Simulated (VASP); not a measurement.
Runs of VASP 6.6.1 on InSe. The structure is that of space group P6_3/mmc (No. 194), or close to it. The cells are those of the table. 

```tsv
cell	gap on the mesh (eV)	pressure (GPa)	largest force (eV/Å)
a = 4.050, b = 4.050, c = 16.761 Å, angles 90.0, 90.0, 120.0°, 8 atoms	0.29	(b)	0.02
a = 3.967, b = 3.967, c = 16.584 Å, angles 90.0, 90.0, 120.0°, 8 atoms	0.54	3.4	0.02
a = 4.050, b = 4.050, c = 16.930 Å, angles 90.0, 90.0, 120.0°, 8 atoms	0.34	(a)	0.02
a = 3.995, b = 3.995, c = 16.701 Å, angles 90.0, 90.0, 120.0°, 8 atoms	0.47	(c)	0.02
```

Alike in all rows: task single point; level PBE; potentials or basis VASP PAW PBE potentials, release 64 (In_d, Se); no spin polarisation; k mesh 13 × 13 × 3; cutoff (eV) 520; smearing fermi-dirac 0.05 eV.

Q: Fill in the values left out.

A: (a) 1.3; (b) 1.5; (c) 2.6.

Caveats: spin-orbit coupling is left out, which moves the levels of the heavy elements; this functional lacks dispersion, which binds the layers, so the pressure and a relaxed spacing across them are unreliable.

A k mesh can miss the band edges, and the runs leave out spin-orbit coupling on In, Se.
